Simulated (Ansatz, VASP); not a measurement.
Sc2GaN3: VASP beside Ansatz

```
Sc Ga N
1.0
     5.46102    0.00000    0.00000
    -2.73051    4.72939    0.00000
     0.00000    0.00000    3.02921
Sc Ga N
2 1 3
Direct
  0.33333 0.66667 0.40466
  0.66667 0.33333 0.40466
  0.00000 0.00000 0.90480
  0.50000 0.00000 0.90464
  0.00000 0.50000 0.90464
  0.50000 0.50000 0.90464
```

Alike in both runs: functional PBE; k mesh 6 × 6 × 4; occupations gaussian, width 0.1 eV; no spin polarisation.

Ansatz relaxed the structure, and its values are those at the end. VASP's run is a single point on that final structure, the one shown.

|  | VASP | Ansatz |
| --- | --- | --- |
| version | VASP 6.6.1 | Ansatz 0.2.0 |
| potentials or method | VASP PAW PBE potentials, release 64 (Sc_sv, Ga_d, N), cutoff 520 eV | scalar-relativistic, plane waves, PAW |
| valence electrons in the cell | 50 | 50 |

```csv
,VASP,Ansatz,Ansatz less VASP
gap on the k mesh at the Fermi level (eV),none,none,-
pressure (GPa),0.6,0.0,-0.63
```

A gap of «none» marks a metal or a gap that the smearing closes. The functional is the same, so the differences come from potentials, cutoffs and numerics.

The k mesh is coarse, so the values compare programs but aren't converged.
